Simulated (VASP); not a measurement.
# MgO (R-3m) in VASP: notebook

The runs below take MgO through single point, with r2SCAN.

All numbers are computed with VASP 6.6.1; they aren't measurements. Logs are shortened: lines on timing, memory, paths and dates and some standing lists are left out, and cuts for length are marked.

**1. The cell of the first run**

It takes space group R-3m (No. 166, trigonal). Conventional cell: a = 2.842 Å, b = 2.842 Å, c = 8.352 Å, α = 90.00°, β = 90.00°, γ = 120.00°. Within 2.9 Å of Mg (site symmetry -3m) lie 6 O at 2.15 Å and 6 Mg at 2.84 Å. Within 2.9 Å of O (site symmetry -3m) lie 6 Mg at 2.15 Å and 6 O at 2.84 Å.

**2. Single point, r2SCAN**

POSCAR reads:

```
MgO
1.0
    0.2679004103      2.2771534873      2.2771534873
    2.2771534873      0.2679004103      2.2771534873
    2.2771534873      2.2771534873      0.2679004103
Mg O
1 1
Direct
    0.0000000000      0.0000000000      0.0000000000
    0.5000000000      0.5000000000      0.5000000000
```

INCAR.step1 reads:

```
SYSTEM = MgO
ALGO     = Normal         ! electronic algorithm
EDIFF    = 1E-5           ! SCF threshold, eV
ENCUT    = 920            ! plane-wave cutoff, eV
GGA      = PE             ! functional
GGA_COMPAT= .FALSE.      
ISMEAR   = 0              ! smearing method
LASPH    = .TRUE.         ! aspherical terms in the spheres
LCHARG   = .FALSE.        ! write CHGCAR
LREAL    = .FALSE.        ! projectors in reciprocal space
LWAVE    = .TRUE.         ! write WAVECAR
NBANDS   = 15             ! bands
NELM     = 120            ! most SCF steps
PREC     = Accurate       ! precision mode
SIGMA    = 0.05           ! smearing width, eV
```

INCAR.step2 reads:

```
SYSTEM = MgO
ALGO     = Normal         ! electronic algorithm
EDIFF    = 1E-6           ! SCF threshold, eV
ENCUT    = 920            ! plane-wave cutoff, eV
GGA_COMPAT= .FALSE.      
ISIF     = 2              ! what is computed and relaxed
ISMEAR   = 0              ! smearing method
ISTART   = 1            
LASPH    = .TRUE.         ! aspherical terms in the spheres
LCHARG   = .FALSE.        ! write CHGCAR
LMIXTAU  = .TRUE.       
LREAL    = .FALSE.        ! projectors in reciprocal space
LWAVE    = .FALSE.        ! write WAVECAR
METAGGA  = R2SCAN         ! meta-GGA
NBANDS   = 15             ! bands
NELM     = 120            ! most SCF steps
PREC     = Accurate       ! precision mode
SIGMA    = 0.05           ! smearing width, eV
```

KPOINTS reads:

```
k-points
0
G
  10 10 10
  0 0 0
```

Potentials or basis: VASP PAW PBE potentials, release 64 (Mg_sv, O).

Command:

```
cat potpaw_PBE.64/Mg_sv/POTCAR potpaw_PBE.64/O/POTCAR > POTCAR
cp INCAR.step1 INCAR
mpirun -np 1 vasp_std > vasp.out
cp INCAR.step2 INCAR
mpirun -np 1 vasp_std > vasp.out
```

OUTCAR:

```text
SYSTEM = MgO
   EDIFF = 1E-6
   ENCUT = 920
   ISIF = 2
   ISMEAR = 0
   ISTART = 1
   LASPH = .TRUE.
   LREAL = .FALSE.
   METAGGA = R2SCAN
   NELM = 120
   PREC = Accurate

 ion  position               nearest neighbor table
   1  0.000  0.000  0.000-
   2  0.500  0.500  0.500-

  LATTYP: Found a trigonal (rhomboedric) cell.
 ALAT       =     3.2315053209
 COS(alpha) =     0.6134020619

  Lattice vectors:

 A1 = (   0.2679004103,   2.2771534873,   2.2771534873)
 A2 = (   2.2771534873,   0.2679004103,   2.2771534873)
 A3 = (   2.2771534873,   2.2771534873,   0.2679004103)

Analysis of symmetry for initial positions (statically):
=====================================================================
 Subroutine PRICEL returns:
 Original cell was already a primitive cell.

 Routine SETGRP: Setting up the symmetry group for a
 trigonal (rhombohedral) supercell.

 Subroutine GETGRP returns: Found 12 space group operations
 (whereof 12 operations were pure point group operations)
 out of a pool of 12 trial point group operations.

The static configuration has the point symmetry D_3d.

Analysis of symmetry for dynamics (positions and initial velocities):
=====================================================================
 Subroutine PRICEL returns:
 Original cell was already a primitive cell.

 Routine SETGRP: Setting up the symmetry group for a
 trigonal (rhombohedral) supercell.

 Subroutine GETGRP returns: Found 12 space group operations
 (whereof 12 operations were pure point group operations)
 out of a pool of 12 trial point group operations.

The dynamic configuration has the point symmetry D_3d.

 Subroutine INISYM returns: Found 12 space group operations
 (whereof 12 operations are pure point group operations),
 and found     1 'primitive' translations

----------------------------------------------------------------------------------------

                                     Primitive cell

  volume of cell :      19.4677

  direct lattice vectors                    reciprocal lattice vectors
     0.267900410  2.277153487  2.277153487    -0.262673619  0.235023765  0.235023765
     2.277153487  0.267900410  2.277153487     0.235023765 -0.262673619  0.235023765
     2.277153487  2.277153487  0.267900410     0.235023765  0.235023765 -0.262673619

  length of vectors
     3.231505321  3.231505321  3.231505321     0.423638726  0.423638726  0.423638726

  position of ions in fractional coordinates (direct lattice)
     0.000000000  0.000000000  0.000000000
     0.500000000  0.500000000  0.500000000

  ion indices of the primitive-cell ions
   primitive index   ion index
                 1           1
                 2           2

----------------------------------------------------------------------------------------

 KPOINTS: k-points

Automatic generation of k-mesh.
 Grid dimensions read from file:
 generate k-points for:   10   10   10

 Generating k-lattice:

  Cartesian coordinates                     Fractional coordinates (reciprocal lattice)
    -0.026267362  0.023502376  0.023502376     0.100000000  0.000000000  0.000000000
     0.023502376 -0.026267362  0.023502376     0.000000000  0.100000000  0.000000000
     0.023502376  0.023502376 -0.026267362     0.000000000  0.000000000  0.100000000

  Length of vectors
     0.042363873  0.042363873  0.042363873

  Shift w.r.t. Gamma in fractional coordinates (k-lattice)
     0.000000000  0.000000000  0.000000000

 Subroutine IBZKPT returns following result:
 ===========================================

 Found    116 irreducible k-points:

 Following reciprocal coordinates:
            Coordinates               Weight
  0.000000  0.000000  0.000000      1.000000
  0.100000  0.000000  0.000000      6.000000
  0.200000  0.000000  0.000000      6.000000
  0.300000  0.000000 -0.000000      6.000000
  0.400000  0.000000  0.000000      6.000000
  0.500000  0.000000  0.000000      3.000000
[... 16 lines left out ...]
  0.300000  0.300000  0.000000      6.000000
  0.400000  0.300000  0.000000     12.000000
 [... further k-points ...]
   k-points           NKPTS =    116   k-points in BZ     NKDIM =    116   number of bands    NBANDS=     15
   number of dos      NEDOS =    301   number of ions     NIONS =      2
   total plane-waves  NPLWV =  32768
   dimension x,y,z NGX =    32 NGY =   32 NGZ =   32
   dimension x,y,z NGXF=    64 NGYF=   64 NGZF=   64
   ions per type =               1   1
   NGX,Y,Z   is equivalent  to a cutoff of  16.46, 16.46, 16.46 a.u.
   NGXF,Y,Z  is equivalent  to a cutoff of  32.93, 32.93, 32.93 a.u.
 SYSTEM =  MgO
   PREC   = accura    normal or accurate (medium, high low for compatibility)
   ISTART =      1    job   : 0-new  1-cont  2-samecut
   ICHARG =      0    charge: 1-file 2-atom 10-const
   ISPIN  =      1    spin polarized calculation?
   LNONCOLLINEAR =      F non collinear calculations
   LSORBIT =      F    spin-orbit coupling
   LASPH  =      T    aspherical Exc in radial PAW
   ENCUT  =  920.0 eV  67.62 Ry    8.22 a.u.   7.99  7.99  7.99*2*pi/ulx,y,z
   NELM   =    120;   NELMIN=  2; NELMDL=  0     # of ELM steps
   EDIFF  = 0.1E-05   stopping-criterion for ELM
   LREAL  =      F    real-space projection
   EDIFFG = 0.1E-04   stopping-criterion for IOM
   NSW    =      0    number of steps for IOM
   IBRION =     -1    ionic relax: 0-MD 1-quasi-New 2-CG
   NFREE  =      0    steps in history (QN), initial steepest desc. (CG)
   ISIF   =      2    stress and relaxation
   ISYM   =      2    0-nonsym 1-usesym 2-fastsym
   POTIM  = 0.5000    time-step for ionic-motion
   TEBEG  =    0.0;   TEEND  =   0.0 temperature during run
   PSTRESS=    0.0 pullay stress
   NELECT =      16.0000    total number of electrons
   NUPDOWN=      -1.0000    fix difference up-down
   EMIN   =  10.00;   EMAX   =-10.00  energy-range for DOS
   EFERMI =   0.00;   METHOD = LEGACY
   ISMEAR =     0;   SIGMA  =   0.05  broadening in eV -4-tet -1-fermi 0-gaus
   EFERMI_NEDOS =   21; number of points for ismear=-14 and -15
   IALGO  =     38    algorithm
   IMIX   =      4    mixing-type and parameters
     AMIX     =   0.40;   BMIX     =  1.00
     AMIX_MAG =   1.60;   BMIX_MAG =  1.00
  volume/ion in A,a.u.               =       9.73        65.69
  Fermi-wavevector in a.u.,A,eV,Ry     =   1.533474  2.897846 31.994681  2.351543
  Thomas-Fermi vector in A             =   2.640536
   LORBIT       =      0    0 simple, 1 ext, 2 COOP (PROOUT), +10 PAW based schemes
   METAGGA = R2SCAN    functional components
   LHFCALC =     F    Hartree Fock is set to
   AEXX    =    0.0000 exact exchange contribution
   IVDW    =     0    specifies the selected vdW correction
   LEPSILON=     F    determine dielectric tensor
   LRPA    =     F    only Hartree local field effects (RPA)
 non-spin polarized calculation
 Gauss-broadening in eV      SIGMA  =   0.05
  energy-cutoff  :      920.00
  volume of cell :       19.47
 maximum number of plane-waves:      1246
   NGX = 15   NGY = 15   NGZ = 15

 number of electron      15.9999995 magnetization

 Free energy of the ion-electron system (eV)
  ---------------------------------------------------
  ext. energy  EPLUGINS =         0.00000000
  ---------------------------------------------------
  free energy    TOTEN  =       -15.67319545 eV

  energy without entropy =      -15.67319545  energy(sigma->0) =      -15.67319545

 E-fermi :   3.3428     XC(G=0): -11.8325

 val. band max:        2.9590484808   @ k =   0.0000   0.0000   0.0000
 cond. band min:       6.8378123333   @ k =   0.0000   0.0000   0.0000
 fundamental gap:      3.8787638525
 Fermi energy:         3.3427690583

 k-point     1 :       0.0000    0.0000    0.0000
  band No.  band energies     occupation
      1     -73.1135      2.00000
      2     -38.2254      2.00000
      3     -38.2254      2.00000
      4     -38.1402      2.00000
      5     -15.6210      2.00000
      6       1.3280      2.00000
      7       2.9590      2.00000
      8       2.9590      2.00000
      9       6.8378      0.00000
     10      16.7019      0.00000
     11      20.6614      0.00000
     12      20.6614      0.00000
     13      21.9341      0.00000
     14      25.2056      0.00000
     15      25.2056      0.00000

 k-point     2 :       0.1000    0.0000    0.0000
  band No.  band energies     occupation
      1     -73.1125      2.00000
      2     -38.2347      2.00000
      3     -38.2272      2.00000
      4     -38.1400      2.00000
      5     -15.5071      2.00000
      6       1.2429      2.00000
      7       2.3304      2.00000
      8       2.8723      2.00000
      9       7.4438      0.00000
     10      16.9581      0.00000
     11      18.7710      0.00000
     12      20.7496      0.00000
     13      22.9583      0.00000
     14      24.7895      0.00000
     15      24.8386      0.00000

 k-point     3 :       0.2000    0.0000    0.0000
  band No.  band energies     occupation
      1     -73.1099      2.00000
      2     -38.2589      2.00000
      3     -38.2318      2.00000
      4     -38.1393      2.00000
      5     -15.1947      2.00000
      6       0.6932      2.00000
      7       1.4351      2.00000
      8       2.6531      2.00000
      9       8.5800      0.00000
     10      16.4230      0.00000
     11      18.2496      0.00000
     12      20.6932      0.00000
     13      21.9771      0.00000
     14      24.9419      0.00000
     15      25.1205      0.00000
[... 343 lines left out ...]
 k-point    23 :       0.3000    0.3000    0.0000
  band No.  band energies     occupation
      1     -73.1062      2.00000
      2     -38.2838      2.00000
      3     -38.2416      2.00000
      4     -38.1468      2.00000
      5     -14.6719      2.00000
      6      -0.6720      2.00000
      7       0.8905      2.00000
      8       2.1780      2.00000
      9      10.8094      0.00000
     10      13.9305      0.00000
     11      17.3502      0.00000
     12      20.6512      0.00000
     13      22.1109      0.00000
     14      27.5666      0.00000
     15      27.7023      0.00000

 k-point    24 :       0.4000    0.3000    0.0000
  band No.  band energies     occupation
      1     -73.1043      2.00000
      2     -38.2954      2.00000
      3     -38.2493      2.00000
      4     -38.1470      2.00000
      5     -14.4270      2.00000
      6      -1.0060      2.00000
      7       0.7119      2.00000
      8       1.7593      2.00000
      9      11.2400      0.00000
     10      14.0443      0.00000
     11      16.5696      0.00000
     12      20.8165      0.00000
     13      22.3393      0.00000
     14      27.2377      0.00000
     15      28.2529      0.00000

 [... further k-points ...]
[... 5 lines left out ...]
  --------------------------------------------------------------------------------------
  -------------------------------------------------------------------------------------
  Total       -0.6951133     -0.6951133     -0.6951133     -2.7226309     -2.7226309     -2.7226309
  in kB      -57.2072430    -57.2072430    -57.2072430   -224.0702458   -224.0702458   -224.0702458
  external PRESSURE =     -57.2072430 kB  Pullay stress =       0.0000000 kB

 VOLUME and BASIS-vectors are now :
 -----------------------------------------------------------------------------
  energy-cutoff  :      920.00
  volume of cell :       19.47
      direct lattice vectors                 reciprocal lattice vectors
     0.267900410  2.277153487  2.277153487    -0.262673619  0.235023765  0.235023765
     2.277153487  0.267900410  2.277153487     0.235023765 -0.262673619  0.235023765
     2.277153487  2.277153487  0.267900410     0.235023765  0.235023765 -0.262673619

 POSITION                                       TOTAL-FORCE (eV/Angst)
 -----------------------------------------------------------------------------------
      0.00000      0.00000      0.00000         0.000000     -0.000000     -0.000000
      2.41110      2.41110      2.41110         0.000000      0.000000      0.000000
 -----------------------------------------------------------------------------------
    total drift:                                0.000000     -0.000000     -0.000000

  FREE ENERGIE OF THE ION-ELECTRON SYSTEM (eV)
  ---------------------------------------------------
  free  energy   TOTEN  =       -15.6731954543 eV

  energy  without entropy=      -15.6731954543  energy(sigma->0) =      -15.67319545
```

It took 2.9 min on 1 thread of Intel Xeon Platinum 8375C at 2.90GHz (Ice Lake), shared host; peak memory 0.23 GiB.

What came out:

| Item | Value |
| --- | --- |
| Free energy | -15.6732 eV |
| Pressure | -5.7 GPa |
| Band gap on the k mesh | 3.88 eV |

Levels at points of the mesh, in eV from the valence-band top:
| k point | band 6 | band 7 | band 8 | band 9 | band 10 | band 11 |
| --- | --- | --- | --- | --- | --- | --- |
| (0.00, 0.00, 0.00) | -1.63 | 0.00 | 0.00 | 3.88 | 13.74 | 17.70 |
| (0.50, 0.00, 0.00) | -4.80 | -1.91 | -0.83 | 7.05 | 12.71 | 15.23 |
| (0.50, 0.50, 0.00) | -4.49 | -2.52 | -1.14 | 8.13 | 11.31 | 12.33 |
| (0.50, 0.50, 0.50) | -5.73 | -0.36 | -0.36 | 9.29 | 10.48 | 19.19 |

Caveat: the cell stands under tension; the PAW data sets were made with another functional, which shifts forces and pressure a little.

(Part 1 of 2 ends here.)
